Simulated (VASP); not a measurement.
Here is a VASP 6.6.1 calculation.

Contents of POSCAR:

```
Rh
1.0
    0.0000000000      1.9166418162      1.9166418162
    1.9166418162      0.0000000000      1.9166418162
    1.9166418162      1.9166418162      0.0000000000
Rh
1
Direct
    0.0000000000      0.0000000000      0.0000000000
```

File INCAR.step1:

```
SYSTEM = Rh
METAGGA = MS2
ISMEAR = 1
SIGMA = 0.05
LWAVE = .False.
LCHARG = .False.
NSW = 80
PREC = Accurate
LASPH = .True.
LREAL = .False.
ALGO = Normal
EDIFF = 1E-7
NELM = 120
GGA_COMPAT = .False.
IBRION = 2
ISIF = 3
EDIFFG = -0.002
NELMIN = 4
ENCUT = 640
LMIXTAU = .True.
KPAR = 4
POTIM = 0.5
```

INCAR.step4

```
SYSTEM = Rh
METAGGA = MS2
ISMEAR = 1
SIGMA = 0.05
LWAVE = .False.
LCHARG = .False.
PREC = Accurate
LASPH = .True.
LREAL = .False.
ALGO = Normal
EDIFF = 1E-7
NELM = 120
GGA_COMPAT = .False.
ISIF = 2
ENCUT = 640
LMIXTAU = .True.
KPAR = 4
```

KPOINTS

```
Automatic mesh
0
Gamma
  16 16 16
  0 0 0
```

Potentials or basis: VASP PAW PBE potentials, release 64 (Rh_pv).

Launch:

```bash
$ cat potpaw_PBE.64/Rh_pv/POTCAR > POTCAR
$ cp INCAR.step1 INCAR
$ cp POSCAR.step1 POSCAR
$ mpirun -np 4 vasp_std > vasp.out
$ cp CONTCAR POSCAR
$ mpirun -np 4 vasp_std > vasp.out
$ cp CONTCAR POSCAR
$ mpirun -np 4 vasp_std > vasp.out
$ cp CONTCAR POSCAR
$ cp INCAR.step4 INCAR
$ mpirun -np 4 vasp_std > vasp.out
```

Task: Estimate the relaxed volume.

Result: 13.66 Å³/atom.

Task: Predict the relaxed cell.

Result: a = 2.683 Å, b = 2.683 Å, c = 2.683 Å, α = 60.00°, β = 60.00°, γ = 60.00°.

Task: Estimate the space group after relaxing (to 0.1 Å).

Result: Fm-3m (No. 225).

Task: Estimate the band gap on the k mesh.

Result: Zero (an odd number of electrons rules out a gap without spin polarisation).

The path:
```tsv
step	energy change (eV)	largest force (eV/Å)	pressure (GPa)	volume (Å³)
1	0.0000	0.0000	-8.25	14.08
2	0.0676	0.0000	27.43	12.65
3	-0.0115	0.0000	-0.13	13.67
4	-0.0115	0.0000	0.05	13.66
5	-0.0115	0.0000	-0.11	13.67
6	-0.0115	0.0000	0.00	13.66
7	-0.0111	0.0000	-0.02	13.66
8	-0.0111	0.0000	-0.02	13.66
```

Caveat: the PAW data sets were made with another functional, which shifts forces and pressure a little.
